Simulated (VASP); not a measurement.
# TaSi2 (Pn-3m) in VASP: further runs

Runs on TaSi2. Level: r2SCAN. Tasks: relaxation of cell and atoms, single point.

All numbers are computed with VASP 6.6.1; they aren't measurements. Logs are shortened: lines on timing, memory, paths and dates and some standing lists are left out, and cuts for length are marked.

## Step 1: The cell of the first run

Symmetry: Pn-3m, No. 224, cubic system. Conventional cell: a = 4.518 Å, b = 4.518 Å, c = 4.518 Å, α = 90.00°, β = 90.00°, γ = 90.00°. Ta (site symmetry -43m) has 4 Si at 1.96 Å within 2.6 Å. Si (site symmetry -3m) has 2 Ta at 1.96 Å within 2.6 Å.

## Step 2: Relaxation of cell and atoms, r2SCAN

File POSCAR:

```
TaSi2
1.0
    4.5182925375      0.0000000000      0.0000000000
    0.0000000000      4.5182925375      0.0000000000
    0.0000000000      0.0000000000      4.5182925375
Ta Si
2 4
Direct
    0.0000000000      0.0000000000      0.0000000000
    0.5000000000      0.5000000000      0.5000000000
    0.2500000000      0.2500000000      0.2500000000
    0.2500000000      0.7500000000      0.7500000000
    0.7500000000      0.7500000000      0.2500000000
    0.7500000000      0.2500000000      0.7500000000
```

File INCAR.step1:

```
  PREC = Accurate
  ENCUT = 600
  ISMEAR = 0
  SIGMA = 0.1
  LREAL = F
  LASPH = T
  NELM = 100
  GGA = PE
  ALGO = Normal
  EDIFF = 1E-4
  LWAVE = T
  LCHARG = F
```

File INCAR.step2:

```
  PREC = Accurate
  ENCUT = 600
  EDIFF = 1E-6
  ISMEAR = 0
  SIGMA = 0.1
  LREAL = F
  LASPH = T
  NELM = 100
  ALGO = Normal
  ISIF = 3
  LWAVE = F
  LCHARG = F
  METAGGA = R2SCAN
  LMIXTAU = T
  IBRION = 2
  NSW = 90
  EDIFFG = -0.04
  ISTART = 1
```

File KPOINTS:

```
regular mesh
0
Gamma
  4 4 4
```

Potentials or basis: VASP PAW PBE potentials, release 64 (Ta_pv, Si).

Launch:

```bash
cat potpaw_PBE.64/Ta_pv/POTCAR potpaw_PBE.64/Si/POTCAR > POTCAR
cp INCAR.step1 INCAR
mpirun -np 1 vasp_std > vasp.out
cp INCAR.step2 INCAR
mpirun -np 1 vasp_std > vasp.out
```

OUTCAR:

```text
PREC = Accurate
   ENCUT = 600
   EDIFF = 1E-6
   ISMEAR = 0
   LREAL = F
   LASPH = T
   NELM = 100
   ISIF = 3
   METAGGA = R2SCAN
   IBRION = 2
   NSW = 90
   EDIFFG = -0.04
   ISTART = 1

 ion  position               nearest neighbor table
   1  0.000  0.000  0.000-   3 1.96   4 1.96   5 1.96   6 1.96
   2  0.500  0.500  0.500-   3 1.96   4 1.96   5 1.96   6 1.96
   3  0.250  0.250  0.250-   1 1.96   2 1.96
   4  0.250  0.750  0.750-   1 1.96   2 1.96
   5  0.750  0.750  0.250-   1 1.96   2 1.96
   6  0.750  0.250  0.750-   1 1.96   2 1.96

  LATTYP: Found a simple cubic cell.
 ALAT       =     4.5182925375

  Lattice vectors:

 A1 = (   4.5182925375,   0.0000000000,   0.0000000000)
 A2 = (   0.0000000000,   4.5182925375,   0.0000000000)
 A3 = (   0.0000000000,   0.0000000000,   4.5182925375)

Analysis of symmetry for initial positions (statically):
=====================================================================
 Subroutine PRICEL returns:
 Original cell was already a primitive cell.

 Routine SETGRP: Setting up the symmetry group for a
 simple cubic supercell.

 Subroutine GETGRP returns: Found 48 space group operations
 (whereof 24 operations were pure point group operations)
 out of a pool of 48 trial point group operations.

The static configuration has the point symmetry T_d .
 The point group associated with its full space group is O_h .

Analysis of symmetry for dynamics (positions and initial velocities):
=====================================================================
 Subroutine PRICEL returns:
 Original cell was already a primitive cell.

 Routine SETGRP: Setting up the symmetry group for a
 simple cubic supercell.

 Subroutine GETGRP returns: Found 48 space group operations
 (whereof 24 operations were pure point group operations)
 out of a pool of 48 trial point group operations.

The dynamic configuration has the point symmetry T_d .
 The point group associated with its full space group is O_h .

 Subroutine INISYM returns: Found 48 space group operations
 (whereof 24 operations are pure point group operations),
 and found     1 'primitive' translations

----------------------------------------------------------------------------------------

                                     Primitive cell

  volume of cell :      92.2408

  direct lattice vectors                    reciprocal lattice vectors
     4.518292537  0.000000000  0.000000000     0.221322544  0.000000000  0.000000000
     0.000000000  4.518292537  0.000000000     0.000000000  0.221322544  0.000000000
     0.000000000  0.000000000  4.518292537     0.000000000  0.000000000  0.221322544

  length of vectors
     4.518292537  4.518292537  4.518292537     0.221322544  0.221322544  0.221322544

  position of ions in fractional coordinates (direct lattice)
     0.000000000  0.000000000  0.000000000
     0.500000000  0.500000000  0.500000000
     0.250000000  0.250000000  0.250000000
     0.250000000  0.750000000  0.750000000
     0.750000000  0.750000000  0.250000000
     0.750000000  0.250000000  0.750000000

  ion indices of the primitive-cell ions
   primitive index   ion index
                 1           1
                 2           2
                 3           3
                 4           4
                 5           5
                 6           6

----------------------------------------------------------------------------------------

 KPOINTS: regular mesh

Automatic generation of k-mesh.
 Grid dimensions read from file:
 generate k-points for:    4    4    4

 Generating k-lattice:

  Cartesian coordinates                     Fractional coordinates (reciprocal lattice)
     0.055330636  0.000000000  0.000000000     0.250000000  0.000000000  0.000000000
     0.000000000  0.055330636  0.000000000     0.000000000  0.250000000  0.000000000
     0.000000000  0.000000000  0.055330636     0.000000000  0.000000000  0.250000000

  Length of vectors
     0.055330636  0.055330636  0.055330636

  Shift w.r.t. Gamma in fractional coordinates (k-lattice)
     0.000000000  0.000000000  0.000000000

 Subroutine IBZKPT returns following result:
 ===========================================

 Found     10 irreducible k-points:

 Following reciprocal coordinates:
            Coordinates               Weight
  0.000000  0.000000  0.000000      1.000000
  0.250000  0.000000  0.000000      6.000000
  0.500000  0.000000  0.000000      3.000000
  0.250000  0.250000  0.000000     12.000000
  0.500000  0.250000  0.000000     12.000000
  0.500000  0.500000  0.000000      3.000000
  0.250000  0.250000  0.250000      8.000000
  0.500000  0.250000  0.250000     12.000000
  0.500000  0.500000  0.250000      6.000000
  0.500000  0.500000  0.500000      1.000000
   k-points           NKPTS =     10   k-points in BZ     NKDIM =     10   number of bands    NBANDS=     23
   number of dos      NEDOS =    301   number of ions     NIONS =      6
   total plane-waves  NPLWV =  46656
   dimension x,y,z NGX =    36 NGY =   36 NGZ =   36
   dimension x,y,z NGXF=    72 NGYF=   72 NGZF=   72
   ions per type =               2   4
   NGX,Y,Z   is equivalent  to a cutoff of  13.25, 13.25, 13.25 a.u.
   NGXF,Y,Z  is equivalent  to a cutoff of  26.49, 26.49, 26.49 a.u.
 SYSTEM =  unknown system
   PREC   = accura    normal or accurate (medium, high low for compatibility)
   ISTART =      1    job   : 0-new  1-cont  2-samecut
   ICHARG =      0    charge: 1-file 2-atom 10-const
   ISPIN  =      1    spin polarized calculation?
   LNONCOLLINEAR =      F non collinear calculations
   LSORBIT =      F    spin-orbit coupling
   LASPH  =      T    aspherical Exc in radial PAW
   ENCUT  =  600.0 eV  44.10 Ry    6.64 a.u.   9.02  9.02  9.02*2*pi/ulx,y,z
   NELM   =    100;   NELMIN=  2; NELMDL=  0     # of ELM steps
   EDIFF  = 0.1E-05   stopping-criterion for ELM
   LREAL  =      F    real-space projection
   EDIFFG = -.4E-01   stopping-criterion for IOM
   NSW    =     90    number of steps for IOM
   IBRION =      2    ionic relax: 0-MD 1-quasi-New 2-CG
   NFREE  =      1    steps in history (QN), initial steepest desc. (CG)
   ISIF   =      3    stress and relaxation
   ISYM   =      2    0-nonsym 1-usesym 2-fastsym
   POTIM  = 0.5000    time-step for ionic-motion
   TEBEG  =    0.0;   TEEND  =   0.0 temperature during run
   PSTRESS=    0.0 pullay stress
   NELECT =      38.0000    total number of electrons
   NUPDOWN=      -1.0000    fix difference up-down
   EMIN   =  10.00;   EMAX   =-10.00  energy-range for DOS
   EFERMI =   0.00;   METHOD = LEGACY
   ISMEAR =     0;   SIGMA  =   0.10  broadening in eV -4-tet -1-fermi 0-gaus
   EFERMI_NEDOS =   21; number of points for ismear=-14 and -15
   IALGO  =     38    algorithm
   IMIX   =      4    mixing-type and parameters
     AMIX     =   0.40;   BMIX     =  1.00
     AMIX_MAG =   1.60;   BMIX_MAG =  1.00
  volume/ion in A,a.u.               =      15.37       103.75
  Fermi-wavevector in a.u.,A,eV,Ry     =   1.218134  2.301939 20.189006  1.483850
  Thomas-Fermi vector in A             =   2.353431
   LORBIT       =      0    0 simple, 1 ext, 2 COOP (PROOUT), +10 PAW based schemes
   METAGGA = R2SCAN    functional components
   LHFCALC =     F    Hartree Fock is set to
   AEXX    =    0.0000 exact exchange contribution
   IVDW    =     0    specifies the selected vdW correction
   LEPSILON=     F    determine dielectric tensor
   LRPA    =     F    only Hartree local field effects (RPA)
 conjugate gradient relaxation of ions
 non-spin polarized calculation
 Gauss-broadening in eV      SIGMA  =   0.10
  energy-cutoff  :      600.00
  volume of cell :       92.24
 maximum number of plane-waves:      3112
   NGX = 19   NGY = 19   NGZ = 19

--------------------------------------- Ionic step        1  -------------------------------------------

 number of electron      37.9999995 magnetization

 Free energy of the ion-electron system (eV)
  ---------------------------------------------------
  ext. energy  EPLUGINS =         0.00000000
  ---------------------------------------------------
  free energy    TOTEN  =      -102.68838140 eV

  energy without entropy =     -102.65765842  energy(sigma->0) =     -102.67301991

 E-fermi :   7.1491     XC(G=0): -12.0644

 val. band max:        7.1442539517   @ k =   0.5000   0.5000   0.5000
 cond. band min:       7.1648909771   @ k =   0.5000   0.2500   0.0000
 fundamental gap:      0.0206370255
 Fermi energy:         7.1490500750

 k-point     1 :       0.0000    0.0000    0.0000
  band No.  band energies     occupation
      1     -26.5411      2.00000
      2     -26.5411      2.00000
      3     -26.5411      2.00000
      4     -26.4213      2.00000
      5     -26.4213      2.00000
      6     -26.4213      2.00000
[... 658 lines left out ...]
 POSITION                                       TOTAL-FORCE (eV/Angst)
 -----------------------------------------------------------------------------------
      0.00000      0.00000      0.00000        -0.000000     -0.000000      0.000000
      2.82836      2.82836      2.82836        -0.000000      0.000000      0.000000
      1.41418      1.41418      1.41418        -0.000000     -0.000000     -0.000000
      1.41418      4.24254      4.24254         0.000000      0.000000      0.000000
      4.24254      4.24254      1.41418         0.000000      0.000000     -0.000000
      4.24254      1.41418      4.24254        -0.000000     -0.000000     -0.000000
 -----------------------------------------------------------------------------------
    total drift:                                0.000000      0.000000      0.000000

  FREE ENERGIE OF THE ION-ELECTRON SYSTEM (eV)
  ---------------------------------------------------
  free  energy   TOTEN  =      -123.2066715043 eV

  energy  without entropy=     -123.1736942799  energy(sigma->0) =     -123.19018289

--------------------------------------- Ionic step        5  -------------------------------------------

 number of electron      38.0000021 magnetization

 Free energy of the ion-electron system (eV)
  ---------------------------------------------------
  ext. energy  EPLUGINS =         0.00000000
  ---------------------------------------------------
  free energy    TOTEN  =      -123.21545016 eV

  energy without entropy =     -123.18334250  energy(sigma->0) =     -123.19939633

 E-fermi :   2.0794     XC(G=0):  -9.0258

 val. band max:        2.0130797831   @ k =   0.2500   0.2500   0.0000
 cond. band min:       2.0832268314   @ k =   0.2500   0.2500   0.0000
 fundamental gap:      0.0701470483
 Fermi energy:         2.0793712976

 k-point     1 :       0.0000    0.0000    0.0000
  band No.  band energies     occupation
      1     -33.1022      2.00000
      2     -33.1022      2.00000
      3     -33.1022      2.00000
      4     -33.0967      2.00000
      5     -33.0967      2.00000
      6     -33.0967      2.00000
[... 271 lines left out ...]
 POSITION                                       TOTAL-FORCE (eV/Angst)
 -----------------------------------------------------------------------------------
      0.00000      0.00000      0.00000        -0.000000      0.000000      0.000000
      2.81295      2.81295      2.81295        -0.000000      0.000000     -0.000000
      1.40648      1.40648      1.40648         0.000000      0.000000     -0.000000
      1.40648      4.21943      4.21943         0.000000      0.000000     -0.000000
      4.21943      4.21943      1.40648         0.000000     -0.000000     -0.000000
      4.21943      1.40648      4.21943        -0.000000     -0.000000      0.000000
 -----------------------------------------------------------------------------------
    total drift:                                0.000000      0.000000      0.000000

  FREE ENERGIE OF THE ION-ELECTRON SYSTEM (eV)
  ---------------------------------------------------
  free  energy   TOTEN  =      -123.2154501564 eV

  energy  without entropy=     -123.1833425017  energy(sigma->0) =     -123.19939633

 reached required accuracy - stopping structural energy minimisation
```

It took 5.5 min on 1 thread of Intel Xeon Platinum 8488C (Sapphire Rapids), shared host; peak memory 0.23 GiB.

What came out:

| Property | Result |
| --- | --- |
| Free energy | -123.2155 eV |
| Relaxed volume | 29.68 Å³/atom |
| Relaxed cell | a = 5.626 Å, b = 5.626 Å, c = 5.626 Å, α = 90.00°, β = 90.00°, γ = 90.00° |
| Space group after relaxing (to 0.1 Å) | Pn-3m (No. 224) |
| Energy gained by relaxing | 3421.2 meV/atom |
| Ionic steps | 5 |
| Pressure after relaxing | 0.1 GPa |
| Band gap on the k mesh | zero (bands 19 and 20 overlap by 0.76 eV) |

The path:
```tsv
step	energy change (eV)	largest force (eV/Å)	pressure (GPa)	volume (Å³)
1	0.0000	0.0000	115.00	92.24
2	-10.9538	0.0000	-11.39	331.88
3	-20.4563	0.0000	-2.72	186.28
4	-20.5183	0.0000	-1.02	181.01
5	-20.5271	0.0000	0.07	178.06
```

Final structure:
```
CELL_PARAMETERS angstrom
5.62590 0.00000 0.00000
0.00000 5.62590 0.00000
0.00000 0.00000 5.62590
ATOMIC_POSITIONS crystal
Ta 0.00000 0.00000 0.00000
Ta 0.50000 0.50000 0.50000
Si 0.25000 0.25000 0.25000
Si 0.25000 0.75000 0.75000
Si 0.75000 0.75000 0.25000
Si 0.75000 0.25000 0.75000
```

Levels at points of the mesh, in eV from the Fermi level:
| k point | band 15 | band 16 | band 17 | band 18 | band 19 | band 20 | band 21 | band 22 | band 23 |
| --- | --- | --- | --- | --- | --- | --- | --- | --- | --- |
| (0.00, 0.00, 0.00) | -1.52 | -1.52 | 0.50 | 0.50 | 0.62 | 0.62 | 0.62 | 1.30 | 1.30 |
| (0.50, 0.00, 0.00) | -1.53 | -1.53 | -1.35 | -1.35 | 0.19 | 0.19 | 0.90 | 0.90 | 1.18 |
| (0.50, 0.50, 0.00) | -1.43 | -1.43 | -1.32 | -1.32 | -0.13 | -0.13 | 0.60 | 0.60 | 1.33 |
| (0.50, 0.50, 0.50) | -1.34 | -1.34 | -1.34 | -0.48 | -0.48 | 0.64 | 0.64 | 1.73 | 1.73 |

Caveat: the volume moved by over 15 % at a fixed basis, so the end points are rough; the PAW data sets were made with another functional, which shifts forces and pressure a little; spin-orbit coupling is left out, which moves the levels of the heavy elements.

## Step 3: Single point, r2SCAN

This run uses another cell than the first one, of 29.71 Å³/atom.

Changes to POSCAR since step 2:

```diff
@@ -2,5 +2,5 @@
 1.0
-    4.5182925375      0.0000000000      0.0000000000
-    0.0000000000      4.5182925375      0.0000000000
-    0.0000000000      0.0000000000      4.5182925375
+    5.6280931110      0.0000000000      0.0000000000
+    0.0000000000      5.6280931110      0.0000000000
+    0.0000000000      0.0000000000      5.6280931110
 Ta Si
```

File INCAR.step1:

```
SYSTEM = TaSi2
PREC = Accurate ; ENCUT = 520
ISMEAR = 0 ; SIGMA = 0.1
LREAL = .False. ; LASPH = .True.
NELM = 100 ; NBANDS = 28
GGA = PE ; ALGO = Normal
EDIFF = 1E-4 ; LWAVE = .True.
LCHARG = .False.
```

File INCAR.step2:

```
SYSTEM = TaSi2
PREC = Accurate ; ENCUT = 520
EDIFF = 1E-7 ; ISMEAR = 0
SIGMA = 0.1 ; LREAL = .False.
LASPH = .True. ; NELM = 100
ALGO = Normal ; ISIF = 2
LWAVE = .False. ; LCHARG = .False.
METAGGA = R2SCAN ; LMIXTAU = .True.
NBANDS = 28 ; ISTART = 1
```

File KPOINTS:

```
Automatic mesh
0
Gamma
  8 8 8
  0 0 0
```

Potentials or basis: VASP PAW PBE potentials, release 64 (Ta_pv, Si).

Launch:

```bash
cat potpaw_PBE.64/Ta_pv/POTCAR potpaw_PBE.64/Si/POTCAR > POTCAR
cp INCAR.step1 INCAR
mpirun -np 1 vasp_std > vasp.out
cp INCAR.step2 INCAR
mpirun -np 1 vasp_std > vasp.out
```

Wall time 6 min (1 thread of Intel Xeon Platinum 8488C (Sapphire Rapids), shared host); peak memory 0.37 GiB.

It converged, with:

- Free energy: -123.2471 eV
- Pressure: 0.0 GPa
- Band gap on the k mesh: zero (bands 19 and 20 overlap by 0.75 eV)

Levels at points of the mesh, in eV from the Fermi level:
| k point | band 17 | band 18 | band 19 | band 20 | band 21 | band 22 |
| --- | --- | --- | --- | --- | --- | --- |
| (0.00, 0.00, 0.00) | 0.44 | 0.44 | 0.56 | 0.56 | 0.56 | 1.25 |
| (0.50, 0.00, 0.00) | -1.40 | -1.40 | 0.14 | 0.14 | 0.85 | 0.85 |
| (0.50, 0.50, 0.00) | -1.37 | -1.37 | -0.19 | -0.19 | 0.55 | 0.55 |
| (0.50, 0.50, 0.50) | -1.40 | -0.53 | -0.53 | 0.58 | 0.58 | 1.67 |

Caveat: the PAW data sets were made with another functional, which shifts forces and pressure a little; spin-orbit coupling is left out, which moves the levels of the heavy elements.
